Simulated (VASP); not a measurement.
# BaS (zincblende type) (F-43m) in VASP: further runs

BaS (zincblende type) is run at these levels: LDA, PBE; tasks: relaxation of cell and atoms, single point.

Program: VASP 6.6.1. These are calculated values, not measurements. Logs are shortened: lines on timing, memory, paths and dates and some standing lists are left out, and cuts for length are marked.

## Step 1: The cell of the first run

The structure is cubic, space group F-43m (No. 216). Conventional cell: a = 6.439 Å, b = 6.439 Å, c = 6.439 Å, α = 90.00°, β = 90.00°, γ = 90.00°. Ba (site symmetry -43m) has 4 S at 2.79 Å within 3.7 Å. Within 3.7 Å of S (site symmetry -43m) lie 4 Ba at 2.79 Å.

## Step 2: Relaxation of cell and atoms, LDA

Input file INCAR:

```
SYSTEM = BaS
PREC = Accurate
ENCUT = 600
EDIFF = 1E-6
ISMEAR = -1
SIGMA = 0.08
LREAL = .False.
LASPH = .True.
NELM = 60
ALGO = Normal
ISIF = 3
LWAVE = .False.
LCHARG = .False.
GGA = CA
IBRION = 2
NSW = 100
EDIFFG = -0.005
```

Input file KPOINTS:

```
regular mesh
0
Gamma
  9 9 9
  0 0 0
```

Input file POSCAR:

```
BaS
1.0
    0.0000000000      3.2195088072      3.2195088072
    3.2195088072      0.0000000000      3.2195088072
    3.2195088072      3.2195088072      0.0000000000
Ba S
1 1
Direct
    0.0000000000      0.0000000000      0.0000000000
    0.2500000000      0.2500000000      0.2500000000
```

Potentials or basis: VASP PAW LDA potentials, release 64 (Ba_sv, S).

Started as:

```sh
> cat potpaw_LDA.64/Ba_sv/POTCAR potpaw_LDA.64/S/POTCAR > POTCAR
> mpirun -np 1 vasp_std > vasp.out
```

OUTCAR:

```text
SYSTEM = BaS
   PREC = Accurate
   ENCUT = 600
   EDIFF = 1E-6
   ISMEAR = -1
   LREAL = .False.
   LASPH = .True.
   NELM = 60
   ISIF = 3
   GGA = CA
   IBRION = 2
   NSW = 100
   EDIFFG = -0.005

 ion  position               nearest neighbor table
   1  0.000  0.000  0.000-   2 2.79   2 2.79   2 2.79   2 2.79
   2  0.250  0.250  0.250-   1 2.79   1 2.79   1 2.79   1 2.79

  LATTYP: Found a face centered cubic cell.
 ALAT       =     6.4390176144

  Lattice vectors:

 A1 = (   0.0000000000,   3.2195088072,   3.2195088072)
 A2 = (   3.2195088072,   0.0000000000,   3.2195088072)
 A3 = (   3.2195088072,   3.2195088072,   0.0000000000)

Analysis of symmetry for initial positions (statically):
=====================================================================
 Subroutine PRICEL returns:
 Original cell was already a primitive cell.

 Routine SETGRP: Setting up the symmetry group for a
 face centered cubic supercell.

 Subroutine GETGRP returns: Found 24 space group operations
 (whereof 24 operations were pure point group operations)
 out of a pool of 48 trial point group operations.

The static configuration has the point symmetry T_d .

Analysis of symmetry for dynamics (positions and initial velocities):
=====================================================================
 Subroutine PRICEL returns:
 Original cell was already a primitive cell.

 Routine SETGRP: Setting up the symmetry group for a
 face centered cubic supercell.

 Subroutine GETGRP returns: Found 24 space group operations
 (whereof 24 operations were pure point group operations)
 out of a pool of 48 trial point group operations.

The dynamic configuration has the point symmetry T_d .

 Subroutine INISYM returns: Found 24 space group operations
 (whereof 24 operations are pure point group operations),
 and found     1 'primitive' translations

----------------------------------------------------------------------------------------

                                     Primitive cell

  volume of cell :      66.7419

  direct lattice vectors                    reciprocal lattice vectors
     0.000000000  3.219508807  3.219508807    -0.155303194  0.155303194  0.155303194
     3.219508807  0.000000000  3.219508807     0.155303194 -0.155303194  0.155303194
     3.219508807  3.219508807  0.000000000     0.155303194  0.155303194 -0.155303194

  length of vectors
     4.553073019  4.553073019  4.553073019     0.268993022  0.268993022  0.268993022

  position of ions in fractional coordinates (direct lattice)
[... 100 lines left out ...]
  volume/ion in A,a.u.               =      33.37       225.20
  Fermi-wavevector in a.u.,A,eV,Ry     =   1.016987  1.921826 14.071984  1.034262
  Thomas-Fermi vector in A             =   2.150362
   LORBIT       =      0    0 simple, 1 ext, 2 COOP (PROOUT), +10 PAW based schemes
   GGA     = CA    functional components
   LHFCALC =     F    Hartree Fock is set to
   AEXX    =    0.0000 exact exchange contribution
   IVDW    =     0    specifies the selected vdW correction
   LEPSILON=     F    determine dielectric tensor
   LRPA    =     F    only Hartree local field effects (RPA)
 conjugate gradient relaxation of ions
 non-spin polarized calculation
  energy-cutoff  :      600.00
  volume of cell :       66.74
 maximum number of plane-waves:      2242
   NGX = 19   NGY = 19   NGZ = 19

--------------------------------------- Ionic step        1  -------------------------------------------

 number of electron      16.0000002 magnetization

 Free energy of the ion-electron system (eV)
  ---------------------------------------------------
  ext. energy  EPLUGINS =         0.00000000
  ---------------------------------------------------
  free energy    TOTEN  =       -10.11325631 eV

  energy without entropy =      -10.11325630  energy(sigma->0) =      -10.11325630

------------------------ aborting loop because EDIFF is reached ----------------------------------------

  FORCE on cell =-STRESS in cart. coord.  units (eV):
  Direction    XX          YY          ZZ          XY          YZ          ZX
  --------------------------------------------------------------------------------------
  -------------------------------------------------------------------------------------
  Total        4.2812473      4.2812473      4.2812473      0.0000000      0.0000000     -0.0000000
  in kB      102.7737132    102.7737132    102.7737132      0.0000000      0.0000000     -0.0000000
  external PRESSURE =     102.7737132 kB  Pullay stress =       0.0000000 kB
[... 131 lines left out ...]
--------------------------------------- Ionic step        5  -------------------------------------------

 number of electron      15.9999999 magnetization

 Free energy of the ion-electron system (eV)
  ---------------------------------------------------
  ext. energy  EPLUGINS =         0.00000000
  ---------------------------------------------------
  free energy    TOTEN  =       -10.53476326 eV

  energy without entropy =      -10.53476325  energy(sigma->0) =      -10.53476325

 E-fermi :   1.2650     XC(G=0):  -7.8175

 val. band max:       -0.2029621636   @ k =  -0.3333   0.4444   0.2222
 cond. band min:       2.3464741880   @ k =   0.0000   0.0000   0.0000
 fundamental gap:      2.5494363516
 Fermi energy:         1.2650127446

 k-point     1 :       0.0000    0.0000    0.0000
  band No.  band energies     occupation
      1     -26.0409      2.00000
      2     -11.2535      2.00000
      3     -11.2535      2.00000
      4     -11.2535      2.00000
      5     -10.1217      2.00000
      6      -0.9760      2.00000
      7      -0.9760      2.00000
      8      -0.9760      2.00000
      9       2.3465      0.00000
     10       4.8155      0.00000
     11       4.8155      0.00000
     12       6.8542      0.00000
[... 331 lines left out ...]
 k-point    24 :       0.4444    0.4444    0.0000
  band No.  band energies     occupation
      1     -26.0143      2.00000
      2     -12.1482      2.00000
      3     -11.3769      2.00000
      4     -11.3769      2.00000
      5      -9.1048      2.00000
      6      -1.4310      2.00000
      7      -0.2062      2.00000
      8      -0.2062      2.00000
      9       3.0313      0.00000
     10       4.3787      0.00000
     11       6.1695      0.00000
     12       6.2301      0.00000

 [... further k-points ...]

------------------------ aborting loop because EDIFF is reached ----------------------------------------

  FORCE on cell =-STRESS in cart. coord.  units (eV):
  Direction    XX          YY          ZZ          XY          YZ          ZX
  --------------------------------------------------------------------------------------
  -------------------------------------------------------------------------------------
  Total        0.0046411      0.0046411      0.0046411     -0.0000000      0.0000000     -0.0000000
  in kB        0.0903100      0.0903100      0.0903100     -0.0000000      0.0000000     -0.0000000
  external PRESSURE =       0.0903100 kB  Pullay stress =       0.0000000 kB
[... 17 lines left out ...]
  FREE ENERGIE OF THE ION-ELECTRON SYSTEM (eV)
  ---------------------------------------------------
  free  energy   TOTEN  =       -10.5347632603 eV

  energy  without entropy=      -10.5347632471  energy(sigma->0) =      -10.53476325

 reached required accuracy - stopping structural energy minimisation
```

OSZICAR:

```text
N       E                     dE             d eps       ncg     rms          rms(c)
DAV:   1     0.973645168869E+02    0.97365E+02   -0.75797E+03   840   0.130E+03
DAV:   2    -0.542680085699E+01   -0.10279E+03   -0.96345E+02  1224   0.204E+02
DAV:   3    -0.109781342720E+02   -0.55513E+01   -0.55156E+01  1104   0.534E+01
[... 43 lines left out ...]
DAV:   2    -0.105348659930E+02    0.45381E-03   -0.92668E-04   952   0.233E-01    0.474E-02
DAV:   3    -0.105347628216E+02    0.10317E-03   -0.28028E-04  1280   0.121E-01    0.254E-02
DAV:   4    -0.105347617079E+02    0.11137E-05   -0.17957E-05  1352   0.310E-02    0.142E-02
DAV:   5    -0.105347630215E+02   -0.13136E-05   -0.33669E-06   980   0.120E-02    0.689E-03
DAV:   6    -0.105347632603E+02   -0.23886E-06   -0.26221E-07   488   0.434E-03
   5 F= -.10534763E+02 E0= -.10534763E+02  d E =-.408395E-04
```

CONTCAR:

```text
BaS
   1.00000000000000
     0.0000000000000000    3.4529350789892455    3.4529350789892455
     3.4529350789892455   -0.0000000000000000    3.4529350789892455
     3.4529350789892455    3.4529350789892455   -0.0000000000000000
  Ba              S
     1     1
Direct
     0.0000000000000000    0.0000000000000000    0.0000000000000000
     0.2500000000000000    0.2500000000000000    0.2500000000000000

  0.00000000E+00  0.00000000E+00  0.00000000E+00
  0.00000000E+00  0.00000000E+00  0.00000000E+00
```

Run time: 36 s. Hardware: 1 thread of Intel Xeon 6975P-C (Granite Rapids), shared host; peak memory 0.2 GiB.

Results:

- Free energy: -10.5348 eV
- Relaxed volume: 41.17 Å³/atom
- Relaxed cell: a = 4.883 Å, b = 4.883 Å, c = 4.883 Å, α = 60.00°, β = 60.00°, γ = 60.00°
- Space group after relaxing (to 0.1 Å): F-43m (No. 216)
- Energy gained by relaxing: 210.8 meV/atom
- Ionic steps: 5
- Pressure after relaxing: 0.0 GPa
- Band gap on the k mesh: 2.55 eV (least direct gap 3.21 eV)

Step by step:
```csv
step,energy change (eV),largest force (eV/Å),pressure (GPa),volume (Å³)
1,0.0000,0.0000,10.28,66.74
2,-0.3658,0.0000,-2.29,89.63
3,-0.4215,0.0000,0.06,82.21
4,-0.4215,0.0000,-0.07,82.55
5,-0.4215,0.0000,0.01,82.34
```

Final structure:
```yaml
crystal:
  lattice:
    - [0.00000, 3.45294, 3.45294]
    - [3.45294, 0.00000, 3.45294]
    - [3.45294, 3.45294, 0.00000]
  atoms:
    - { symbol: Ba, position: [0.00000, 0.00000, 0.00000] }
    - { symbol: S, position: [0.25000, 0.25000, 0.25000] }
```

Caveat: the volume moved by over 15 % at a fixed basis, so the end points are rough; spin-orbit coupling is left out, which moves the levels of the heavy elements; an odd mesh through Γ misses points on the zone boundary, where band edges can lie.

## Step 3: Single point, PBE, non-collinear spin, zero start, spin-orbit coupling

This run uses another cell than the first one, of 43.47 Å³/atom.

Input file INCAR:

```
PREC = Accurate
ENCUT = 520
EDIFF = 1E-7
ISMEAR = -1
SIGMA = 0.08
LREAL = F
LASPH = T
NELM = 150
ALGO = Normal
ISIF = 2
LWAVE = F
LCHARG = T
MAGMOM = 0 0 0 0 0 0
LORBIT = 11
LSORBIT = T
GGA_COMPAT = F
LORBMOM = T
GGA = PE
LVHAR = T
NBANDS = 28
```

Input file KPOINTS:

```
Automatic mesh
0
Gamma
  9 9 9
```

Input file POSCAR:

```
BaS
1.0
    0.0000000000      3.5161364223      3.5161364223
    3.5161364223      0.0000000000      3.5161364223
    3.5161364223      3.5161364223      0.0000000000
Ba S
1 1
Direct
    0.0000000000      0.0000000000      0.0000000000
    0.2500000000      0.2500000000      0.2500000000
```

Potentials or basis: VASP PAW PBE potentials, release 64 (Ba_sv, S).

Started as:

```sh
> cat potpaw_PBE.64/Ba_sv/POTCAR potpaw_PBE.64/S/POTCAR > POTCAR
> mpirun -np 1 vasp_ncl > vasp.out
```

OUTCAR:

```text
PREC = Accurate
   ENCUT = 520
   EDIFF = 1E-7
   ISMEAR = -1
   LREAL = F
   LASPH = T
   NELM = 150
   ISIF = 2
   LORBIT = 11
   LSORBIT = T
   GGA = PE

 ion  position               nearest neighbor table
   1  0.000  0.000  0.000-   2 3.05   2 3.05   2 3.05   2 3.05
   2  0.250  0.250  0.250-   1 3.05   1 3.05   1 3.05   1 3.05

  LATTYP: Found a face centered cubic cell.
 ALAT       =     7.0322728446

  Lattice vectors:

 A1 = (   0.0000000000,   3.5161364223,   3.5161364223)
[... 1038 lines left out ...]
     0.0000000     0.0000000     0.0000000     0.0000000     0.0000000
     0.0000000     0.0000000     0.0000000     0.0000000     0.0000000
     0.0000000     0.0000000     0.0000000     0.0000000     0.0000000
 l=   3
     0.0000000     0.0000000     0.0000000     0.0000000     0.0000000     0.0000000     0.0000000
     0.0000000     0.0000000     0.0000000     0.0000000     0.0000000     0.0000000     0.0000000
     0.0000000     0.0000000     0.0000000     0.0000000     0.0000000     0.0000000     0.0000000
     0.0000000     0.0000000     0.0000000     0.0000000     0.0000000     0.0000000     0.0000000
     0.0000000     0.0000000     0.0000000     0.0000000     0.0000000     0.0000000     0.0000000
     0.0000000     0.0000000     0.0000000     0.0000000     0.0000000     0.0000000     0.0000000
     0.0000000     0.0000000     0.0000000     0.0000000     0.0000000     0.0000000     0.0000000

 total charge

# of ion       s       p       d       tot
------------------------------------------
    1        2.015   5.599   0.310   7.924
    2        1.323   2.429   0.000   3.752
--------------------------------------------------
tot          3.338   8.028   0.310  11.676

 magnetization (x)

# of ion       s       p       d       tot
------------------------------------------
    1        0.000   0.000   0.000   0.000
    2        0.000   0.000   0.000   0.000
--------------------------------------------------
tot          0.000   0.000   0.000   0.000

 magnetization (y)

# of ion       s       p       d       tot
------------------------------------------
    1        0.000   0.000   0.000   0.000
    2        0.000   0.000   0.000   0.000
--------------------------------------------------
tot          0.000   0.000   0.000   0.000

 magnetization (z)

# of ion       s       p       d       tot
------------------------------------------
    1        0.000   0.000  -0.000   0.000
    2        0.000   0.000   0.000   0.000
--------------------------------------------------
tot          0.000   0.000  -0.000   0.000
```

OSZICAR:

```text
N       E                     dE             d eps       ncg     rms          rms(c)
DAV:   1     0.103271477824E+03    0.10327E+03   -0.63390E+03  3080   0.952E+02
DAV:   2    -0.171972204012E+01   -0.10499E+03   -0.97369E+02  4028   0.186E+02
DAV:   3    -0.106574534967E+02   -0.89377E+01   -0.88656E+01  4268   0.573E+01
DAV:   4    -0.109154601463E+02   -0.25801E+00   -0.25762E+00  4840   0.894E+00
DAV:   5    -0.109175071675E+02   -0.20470E-02   -0.20467E-02  3976   0.844E-01    0.511E+00
DAV:   6    -0.993740935631E+01    0.98010E+00   -0.15659E+00  3620   0.723E+00    0.362E+00
DAV:   7    -0.990379508436E+01    0.33614E-01   -0.49005E-01  3700   0.350E+00    0.216E+00
DAV:   8    -0.992208046678E+01   -0.18285E-01   -0.71570E-02  3364   0.177E+00    0.512E-01
DAV:   9    -0.992591659269E+01   -0.38361E-02   -0.26930E-02  3508   0.104E+00    0.382E-01
DAV:  10    -0.992713557685E+01   -0.12190E-02   -0.18197E-03  3816   0.251E-01    0.159E-01
DAV:  11    -0.993001899536E+01   -0.28834E-02   -0.32466E-03  3184   0.315E-01    0.453E-02
DAV:  12    -0.992999766365E+01    0.21332E-04   -0.10270E-04  4044   0.670E-02    0.428E-02
DAV:  13    -0.993003585340E+01   -0.38190E-04   -0.12883E-04  3272   0.571E-02    0.219E-02
DAV:  14    -0.993003776455E+01   -0.19111E-05   -0.52431E-06  4364   0.118E-02    0.200E-02
DAV:  15    -0.993003775339E+01    0.11155E-07   -0.52448E-08  2952   0.150E-03
   1 F= -.99300378E+01 E0= -.99300378E+01  d E =-.369902E-08  mag=     0.0000    -0.0000    -0.0000
```

Wall time 2.8 min (1 thread of Intel Xeon 6975P-C (Granite Rapids), shared host); peak memory 0.59 GiB.

What came out:

* Free energy: -9.9300 eV
* Pressure: 0.4 GPa
* Net moment: 0.00 μB per cell
* Valence electrons inside the program's atomic spheres: Ba 7.92; S 3.75

Moments on the atoms (μB; x, y, z):
```
Ba  0.00 0.00 0.00
S   0.00 0.00 0.00
```
